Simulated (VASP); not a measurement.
Input of a VASP 6.6.1 run:

File INCAR:

```
PREC     = Accurate       # precision mode
ENCUT    = 520            # plane-wave cutoff, eV
EDIFF    = 1E-7           # SCF threshold, eV
ISMEAR   = -1             # smearing method
SIGMA    = 0.1            # smearing width, eV
LREAL    = F              # projectors in reciprocal space
LASPH    = T              # aspherical terms in the spheres
NELM     = 100            # most SCF steps
ALGO     = Normal         # electronic algorithm
ISIF     = 2              # what is computed and relaxed
LWAVE    = F              # write WAVECAR
LCHARG   = F              # write CHGCAR
GGA      = PE             # functional
NBANDS   = 13             # bands
```

The input KPOINTS:

```
Automatic mesh
0
Gamma
  15 15 15
```

POSCAR

```
W
1.0
   -1.5942125875      1.5942125875      1.5823450000
    1.5942125875     -1.5942125875      1.5823450000
    1.5704774125      1.5704774125     -1.5823450000
W
1
Direct
    0.0000000000      0.0000000000      0.0000000000
```

Potentials or basis: VASP PAW PBE potentials, release 64 (W_sv).

Run with:

```bash
$ cat potpaw_PBE.64/W_sv/POTCAR > POTCAR
$ mpirun -np 1 vasp_std > vasp.out
```

(1) Predict the band gap on the k mesh.

(2) What does it give for the pressure?

Answers

(1) zero (bands 7 and 8 overlap by 5.75 eV).

(2) 6.4 GPa.

Caveat: the cell stands under pressure; spin-orbit coupling is left out, which moves the levels of the heavy elements.
